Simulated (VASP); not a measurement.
A run of VASP 6.6.1 is set up as follows.

INCAR

```
SYSTEM = Zn4SeS3
PREC     = Accurate       ! precision mode
ENCUT    = 520            ! plane-wave cutoff, eV
EDIFF    = 1E-7           ! SCF threshold, eV
ISMEAR   = 0              ! smearing method
SIGMA    = 0.02           ! smearing width, eV
LREAL    = .False.        ! projectors in reciprocal space
LASPH    = .True.         ! aspherical terms in the spheres
NELM     = 100            ! most SCF steps
ALGO     = Normal         ! electronic algorithm
ISIF     = 2              ! what is computed and relaxed
LWAVE    = .False.        ! write WAVECAR
LCHARG   = .False.        ! write CHGCAR
GGA      = PE             ! functional
NBANDS   = 46             ! bands
```

KPOINTS

```
Automatic mesh
0
Gamma
  8 8 4
  0 0 0
```

File POSCAR:

```
Zn4SeS3
1.0
    3.9006318763      0.0000000000      0.0000000000
    0.0000000000      3.9006318763      0.0000000000
    0.0000000000      0.0000000000     11.0276121730
Zn Se S
4 1 3
Direct
    0.5000000000      0.0000000000      0.8785221039
    0.0000000000      0.5000000000      0.1214778961
    0.5000000000      0.0000000000      0.3648750946
    0.0000000000      0.5000000000      0.6351249054
    0.0000000000      0.0000000000      0.5000000000
    0.0000000000      0.0000000000      0.0000000000
    0.5000000000      0.5000000000      0.2431812904
    0.5000000000      0.5000000000      0.7568187096
```

Potentials or basis: VASP PAW PBE potentials, release 64 (Zn, Se, S).

Run with:

```bash
$ cat potpaw_PBE.64/Zn/POTCAR potpaw_PBE.64/Se/POTCAR potpaw_PBE.64/S/POTCAR > POTCAR
$ mpirun -np 1 vasp_std > vasp.out
```

Predict the band gap on the k mesh.

1.70 eV.

Estimate the pressure.

0.2 GPa.

Estimate the largest force.

0.006 eV/Å.

Forces on the atoms (eV/Å):
```
Zn   0.000  0.000  0.001
Zn   0.000  0.000 -0.001
Zn   0.000  0.000 -0.006
Zn   0.000  0.000  0.006
Se   0.000  0.000  0.000
S    0.000  0.000  0.000
S    0.000  0.000 -0.001
S    0.000  0.000  0.001
```

A k mesh can miss the band edges.
